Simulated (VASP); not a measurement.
# Si (Fd-3m) in VASP: further runs

Runs on Si. Level: LDA. Tasks: single point.

All numbers are computed with VASP 6.6.1; they aren't measurements. Logs are shortened: lines on timing, memory, paths and dates and some standing lists are left out, and cuts for length are marked.

## Step 1: The cell of the first run

Symmetry: Fd-3m, No. 227, cubic system. Conventional cell: a = 5.350 Å, b = 5.350 Å, c = 5.350 Å, α = 90.00°, β = 90.00°, γ = 90.00°. Within 3.1 Å of Si (site symmetry -43m) lie 4 Si at 2.32 Å.

## Step 2: Single point, LDA

Contents of INCAR:

```
SYSTEM = Si
PREC = Accurate
ENCUT = 520
EDIFF = 1E-6
ISMEAR = 0
SIGMA = 0.01
LREAL = .False.
LASPH = .True.
NELM = 100
ALGO = Normal
ISIF = 2
LWAVE = .False.
LCHARG = .False.
NBANDS = 11
```

Contents of KPOINTS:

```
Automatic mesh
0
Gamma
  12 12 12
  0 0 0
```

Contents of POSCAR:

```
Si
1.0
    0.0000000000      2.6749058446      2.6749058446
    2.6749058446      0.0000000000      2.6749058446
    2.6749058446      2.6749058446      0.0000000000
Si
2
Direct
    0.5000000000      0.5000000000      0.5000000000
    0.7500000000      0.7500000000      0.7500000000
```

Potentials or basis: VASP PAW LDA potentials, release 64 (Si).

Command:

```console
$ cat potpaw_LDA.64/Si/POTCAR > POTCAR
$ mpirun -np 1 vasp_std > vasp.out
```

OUTCAR:

```text
SYSTEM = Si
   PREC = Accurate
   ENCUT = 520
   EDIFF = 1E-6
   ISMEAR = 0
   LREAL = .False.
   LASPH = .True.
   NELM = 100
   ISIF = 2

 ion  position               nearest neighbor table
   1  0.500  0.500  0.500-   2 2.32   2 2.32   2 2.32   2 2.32
   2  0.750  0.750  0.750-   1 2.32   1 2.32   1 2.32   1 2.32

  LATTYP: Found a face centered cubic cell.
 ALAT       =     5.3498116892

  Lattice vectors:

 A1 = (   0.0000000000,   2.6749058446,   2.6749058446)
 A2 = (   2.6749058446,   0.0000000000,   2.6749058446)
 A3 = (   2.6749058446,   2.6749058446,   0.0000000000)

Analysis of symmetry for initial positions (statically):
=====================================================================
 Subroutine PRICEL returns:
 Original cell was already a primitive cell.

 Routine SETGRP: Setting up the symmetry group for a
 face centered cubic supercell.

 Subroutine GETGRP returns: Found 48 space group operations
 (whereof 24 operations were pure point group operations)
 out of a pool of 48 trial point group operations.

The static configuration has the point symmetry T_d .
 The point group associated with its full space group is O_h .

Analysis of symmetry for dynamics (positions and initial velocities):
=====================================================================
 Subroutine PRICEL returns:
 Original cell was already a primitive cell.

 Routine SETGRP: Setting up the symmetry group for a
 face centered cubic supercell.

 Subroutine GETGRP returns: Found 48 space group operations
 (whereof 24 operations were pure point group operations)
 out of a pool of 48 trial point group operations.

The dynamic configuration has the point symmetry T_d .
 The point group associated with its full space group is O_h .

 Subroutine INISYM returns: Found 48 space group operations
 (whereof 24 operations are pure point group operations),
 and found     1 'primitive' translations

----------------------------------------------------------------------------------------

                                     Primitive cell

  volume of cell :      38.2786

  direct lattice vectors                    reciprocal lattice vectors
     0.000000000  2.674905845  2.674905845    -0.186922467  0.186922467  0.186922467
     2.674905845  0.000000000  2.674905845     0.186922467 -0.186922467  0.186922467
     2.674905845  2.674905845  0.000000000     0.186922467  0.186922467 -0.186922467

  length of vectors
     3.782888124  3.782888124  3.782888124     0.323759210  0.323759210  0.323759210

  position of ions in fractional coordinates (direct lattice)
     0.500000000  0.500000000  0.500000000
     0.750000000  0.750000000  0.750000000

  ion indices of the primitive-cell ions
   primitive index   ion index
                 1           1
                 2           2

----------------------------------------------------------------------------------------

 KPOINTS: Automatic mesh

Automatic generation of k-mesh.
 Grid dimensions read from file:
 generate k-points for:   12   12   12

 Generating k-lattice:

  Cartesian coordinates                     Fractional coordinates (reciprocal lattice)
    -0.015576872  0.015576872  0.015576872     0.083333333  0.000000000  0.000000000
     0.015576872 -0.015576872  0.015576872     0.000000000  0.083333333  0.000000000
     0.015576872  0.015576872 -0.015576872     0.000000000  0.000000000  0.083333333

  Length of vectors
     0.026979934  0.026979934  0.026979934

  Shift w.r.t. Gamma in fractional coordinates (k-lattice)
     0.000000000  0.000000000  0.000000000

 Subroutine IBZKPT returns following result:
 ===========================================

 Found     72 irreducible k-points:

 Following reciprocal coordinates:
            Coordinates               Weight
  0.000000  0.000000  0.000000      1.000000
  0.083333  0.000000  0.000000      8.000000
  0.166667  0.000000  0.000000      8.000000
  0.250000  0.000000  0.000000      8.000000
  0.333333  0.000000  0.000000      8.000000
  0.416667  0.000000  0.000000      8.000000
[... 16 lines left out ...]
  0.500000  0.166667  0.000000     24.000000
 -0.416667  0.166667  0.000000     24.000000
 [... further k-points ...]
   k-points           NKPTS =     72   k-points in BZ     NKDIM =     72   number of bands    NBANDS=     11
   number of dos      NEDOS =    301   number of ions     NIONS =      2
   total plane-waves  NPLWV =  21952
   dimension x,y,z NGX =    28 NGY =   28 NGZ =   28
   dimension x,y,z NGXF=    56 NGYF=   56 NGZF=   56
   ions per type =               2
   NGX,Y,Z   is equivalent  to a cutoff of  12.31, 12.31, 12.31 a.u.
   NGXF,Y,Z  is equivalent  to a cutoff of  24.61, 24.61, 24.61 a.u.
 SYSTEM =  Si
   PREC   = accura    normal or accurate (medium, high low for compatibility)
   ISTART =      0    job   : 0-new  1-cont  2-samecut
   ICHARG =      2    charge: 1-file 2-atom 10-const
   ISPIN  =      1    spin polarized calculation?
   LNONCOLLINEAR =      F non collinear calculations
   LSORBIT =      F    spin-orbit coupling
   LASPH  =      T    aspherical Exc in radial PAW
   ENCUT  =  520.0 eV  38.22 Ry    6.18 a.u.   7.03  7.03  7.03*2*pi/ulx,y,z
   NELM   =    100;   NELMIN=  2; NELMDL= -5     # of ELM steps
   EDIFF  = 0.1E-05   stopping-criterion for ELM
   LREAL  =      F    real-space projection
   EDIFFG = 0.1E-04   stopping-criterion for IOM
   NSW    =      0    number of steps for IOM
   IBRION =     -1    ionic relax: 0-MD 1-quasi-New 2-CG
   NFREE  =      0    steps in history (QN), initial steepest desc. (CG)
   ISIF   =      2    stress and relaxation
   ISYM   =      2    0-nonsym 1-usesym 2-fastsym
   POTIM  = 0.5000    time-step for ionic-motion
   TEBEG  =    0.0;   TEEND  =   0.0 temperature during run
   PSTRESS=    0.0 pullay stress
   NELECT =       8.0000    total number of electrons
   NUPDOWN=      -1.0000    fix difference up-down
   EMIN   =  10.00;   EMAX   =-10.00  energy-range for DOS
   EFERMI =   0.00;   METHOD = LEGACY
   ISMEAR =     0;   SIGMA  =   0.01  broadening in eV -4-tet -1-fermi 0-gaus
   EFERMI_NEDOS =   21; number of points for ismear=-14 and -15
   IALGO  =     38    algorithm
   IMIX   =      4    mixing-type and parameters
     AMIX     =   0.40;   BMIX     =  1.00
     AMIX_MAG =   1.60;   BMIX_MAG =  1.00
  volume/ion in A,a.u.               =      19.14       129.16
  Fermi-wavevector in a.u.,A,eV,Ry     =   0.971523  1.835912 12.841948  0.943857
  Thomas-Fermi vector in A             =   2.101747
   LORBIT       =      0    0 simple, 1 ext, 2 COOP (PROOUT), +10 PAW based schemes
   GGA     = CA    functional components
   LHFCALC =     F    Hartree Fock is set to
   AEXX    =    0.0000 exact exchange contribution
   IVDW    =     0    specifies the selected vdW correction
   LEPSILON=     F    determine dielectric tensor
   LRPA    =     F    only Hartree local field effects (RPA)
 non-spin polarized calculation
 Gauss-broadening in eV      SIGMA  =   0.01
  energy-cutoff  :      520.00
  volume of cell :       38.28
 maximum number of plane-waves:      1056
   NGX = 13   NGY = 13   NGZ = 13

 number of electron       8.0000000 magnetization

 Free energy of the ion-electron system (eV)
  ---------------------------------------------------
  ext. energy  EPLUGINS =         0.00000000
  ---------------------------------------------------
  free energy    TOTEN  =       -11.90900086 eV

  energy without entropy =      -11.90900086  energy(sigma->0) =      -11.90900086

 E-fermi :   6.2850     XC(G=0):  -9.7760

 val. band max:        6.2382391529   @ k =   0.0000   0.0000   0.0000
 cond. band min:       6.6284419060   @ k =   0.4167   0.4167   0.0000
 fundamental gap:      0.3902027531
 Fermi energy:         6.2850344715

 k-point     1 :       0.0000    0.0000    0.0000
  band No.  band energies     occupation
      1      -6.0321      2.00000
      2       6.2382      2.00000
      3       6.2382      2.00000
      4       6.2382      2.00000
      5       8.7808      0.00000
      6       8.7808      0.00000
      7       8.7808      0.00000
      8       9.9705      0.00000
      9      13.9885      0.00000
     10      13.9885      0.00000
     11      14.1104      0.00000

 k-point     2 :       0.0833    0.0000    0.0000
  band No.  band energies     occupation
      1      -5.9375      2.00000
      2       5.3670      2.00000
      3       6.0871      2.00000
      4       6.0871      2.00000
      5       8.8685      0.00000
      6       9.0024      0.00000
      7       9.0024      0.00000
      8      10.5813      0.00000
      9      13.6958      0.00000
     10      13.6958      0.00000
     11      14.5175      0.00000

 k-point     3 :       0.1667    0.0000    0.0000
  band No.  band energies     occupation
      1      -5.6565      2.00000
      2       3.8054      2.00000
      3       5.7683      2.00000
      4       5.7683      2.00000
      5       8.6426      0.00000
      6       9.4520      0.00000
      7       9.4520      0.00000
      8      11.9583      0.00000
      9      13.3018      0.00000
     10      13.3018      0.00000
     11      15.2861      0.00000
[... 267 lines left out ...]
 k-point    23 :       0.5000    0.1667    0.0000
  band No.  band energies     occupation
      1      -3.4214      2.00000
      2      -0.5559      2.00000
      3       3.3538      2.00000
      4       4.3904      2.00000
      5       8.1934      0.00000
      6      10.3924      0.00000
      7      10.8485      0.00000
      8      12.6991      0.00000
      9      15.6641      0.00000
     10      16.8153      0.00000
     11      18.1732      0.00000

 k-point    24 :      -0.4167    0.1667    0.0000
  band No.  band energies     occupation
      1      -3.2968      2.00000
      2      -0.7279      2.00000
      3       3.1266      2.00000
      4       4.5850      2.00000
      5       8.3588      0.00000
      6      10.3291      0.00000
      7      10.6126      0.00000
      8      14.2895      0.00000
      9      14.8631      0.00000
     10      15.0837      0.00000
     11      17.4884      0.00000

 [... further k-points ...]

------------------------ aborting loop because EDIFF is reached ----------------------------------------

  FORCE on cell =-STRESS in cart. coord.  units (eV):
  Direction    XX          YY          ZZ          XY          YZ          ZX
  --------------------------------------------------------------------------------------
  -------------------------------------------------------------------------------------
  Total        0.7275448      0.7275448      0.7275448     -0.0000000      0.0000000     -0.0000000
  in kB       30.4519323     30.4519323     30.4519323     -0.0000000      0.0000000     -0.0000000
  external PRESSURE =      30.4519323 kB  Pullay stress =       0.0000000 kB

 VOLUME and BASIS-vectors are now :
 -----------------------------------------------------------------------------
  energy-cutoff  :      520.00
  volume of cell :       38.28
      direct lattice vectors                 reciprocal lattice vectors
     0.000000000  2.674905845  2.674905845    -0.186922467  0.186922467  0.186922467
     2.674905845  0.000000000  2.674905845     0.186922467 -0.186922467  0.186922467
     2.674905845  2.674905845  0.000000000     0.186922467  0.186922467 -0.186922467

 POSITION                                       TOTAL-FORCE (eV/Angst)
 -----------------------------------------------------------------------------------
      2.67491      2.67491      2.67491         0.000000      0.000000      0.000000
      4.01236      4.01236      4.01236        -0.000000     -0.000000     -0.000000
 -----------------------------------------------------------------------------------
    total drift:                                0.000000      0.000000     -0.000000

  FREE ENERGIE OF THE ION-ELECTRON SYSTEM (eV)
  ---------------------------------------------------
  free  energy   TOTEN  =       -11.9090008588 eV

  energy  without entropy=      -11.9090008588  energy(sigma->0) =      -11.90900086
```

It took 23 s on 1 thread of Intel Xeon Platinum 8375C at 2.90GHz (Ice Lake), shared host; peak memory 0.14 GiB.

What came out:

| Item | Value |
| --- | --- |
| Free energy | -11.9090 eV |
| Pressure | 3.0 GPa |
| Band gap on the k mesh | 0.39 eV, indirect (least direct gap 2.54 eV) |

A k mesh can miss the band edges.

## Step 3: Single point, LDA (volume scaled by 0.98)

Contents of INCAR:

```
SYSTEM = Si
  PREC = Accurate
  ENCUT = 520
  EDIFF = 1E-7
  ISMEAR = 0
  SIGMA = 0.01
  LREAL = .FALSE.
  LASPH = .TRUE.
  NELM = 80
  ALGO = Normal
  ISIF = 2
  LWAVE = .FALSE.
  LCHARG = .FALSE.
  GGA = CA
  NBANDS = 11
```

Contents of KPOINTS:

```
Automatic mesh
0
G
  12 12 12
  0 0 0
```

Contents of POSCAR:

```
Si
1.0
    0.0000000000      2.6828457042      2.6828457042
    2.6828457042      0.0000000000      2.6828457042
    2.6828457042      2.6828457042      0.0000000000
Si
2
Direct
    0.5000000000      0.5000000000      0.5000000000
    0.7500000000      0.7500000000      0.7500000000
```

Potentials or basis: VASP PAW LDA potentials, release 64 (Si).

Command:

```console
$ cat potpaw_LDA.64/Si/POTCAR > POTCAR
$ mpirun -np 1 vasp_std > vasp.out
```

Run time: 26 s. Hardware: 1 thread of Intel Xeon Platinum 8375C at 2.90GHz (Ice Lake), shared host; peak memory 0.14 GiB.

It converged, with:

| Property | Result |
| --- | --- |
| Free energy | -11.9145 eV |
| Pressure | 2.1 GPa |
| Band gap on the k mesh | 0.41 eV, indirect (least direct gap 2.54 eV) |

Levels at points of the mesh, in eV from the valence-band top:
```
           k point  band 2  band 3  band 4  band 5  band 6  band 7
(0.00, 0.00, 0.00)    0.00    0.00    0.00    2.54    2.54    2.54
(0.50, 0.00, 0.00)   -7.16   -1.23   -1.23    1.56    3.28    3.28
(0.50, 0.50, 0.00)   -7.93   -2.95   -2.95    0.53    0.53   10.29
```

Caveat: the cell differs from its parent crystal (volume scaled by 0.98). A k mesh can miss the band edges.

## Step 4: Single point, LDA

This run uses another cell than the first one, of 19.70 Å³/atom, 1.030 times its volume.

Contents of INCAR:

```
SYSTEM = Si
PREC = Accurate
ENCUT = 520
EDIFF = 1E-6
ISMEAR = 0
SIGMA = 0.01
LREAL = .FALSE.
LASPH = .TRUE.
NELM = 100
ALGO = Normal
ISIF = 2
LWAVE = .FALSE.
LCHARG = .FALSE.
NBANDS = 11
```

Contents of KPOINTS:

```
regular mesh
0
G
  12 12 12
  0 0 0
```

Contents of POSCAR:

```
Si
1.0
    0.0000000000      2.7009735899      2.7009735899
    2.7009735899      0.0000000000      2.7009735899
    2.7009735899      2.7009735899      0.0000000000
Si
2
Direct
    0.5000000000      0.5000000000      0.5000000000
    0.7500000000      0.7500000000      0.7500000000
```

Command:

```console
$ cat potpaw_LDA.64/Si/POTCAR > POTCAR
$ mpirun -np 1 vasp_std > vasp.out
```

Wall time 22 s (1 thread of Intel Xeon Platinum 8375C at 2.90GHz (Ice Lake), shared host); peak memory 0.14 GiB.

The run converged. Its results:

```yaml
Free_energy: -11.9197 eV
Pressure: 0.0 GPa
Band_gap_on_the_k_mesh: 0.44 eV, indirect (least direct gap 2.53 eV)
```

Levels at points of the mesh, in eV from the valence-band top:
| k point | band 1 | band 2 | band 3 | band 4 | band 5 | band 6 | band 7 | band 8 |
| --- | --- | --- | --- | --- | --- | --- | --- | --- |
| (0.00, 0.00, 0.00) | -12.07 | 0.00 | 0.00 | 0.00 | 2.53 | 2.53 | 2.53 | 3.39 |
| (0.50, 0.00, 0.00) | -9.69 | -7.07 | -1.21 | -1.21 | 1.49 | 3.29 | 3.29 | 7.54 |
| (0.50, 0.50, 0.00) | -7.86 | -7.86 | -2.89 | -2.89 | 0.57 | 0.57 | 10.11 | 10.11 |

A k mesh can miss the band edges. A hybrid or GW would open this gap; LDA tends to underestimate it.

## Step 5: Summary

```csv
cell,gap on the mesh (eV),pressure (GPa)
"a = 3.783 Å, angles 60.0°, 2 atoms",0.39,3.0
"a = 3.794 Å, angles 60.0°, 2 atoms",0.41,2.1
"a = 3.820 Å, angles 60.0°, 2 atoms",0.44,0.0
```

Alike in all rows: task single point; level LDA; potentials or basis VASP PAW LDA potentials, release 64 (Si); no spin polarisation; k mesh 12 × 12 × 12; cutoff (eV) 520; smearing gaussian 0.01 eV.

Absolute energies hang on the potentials; compare differences alone.
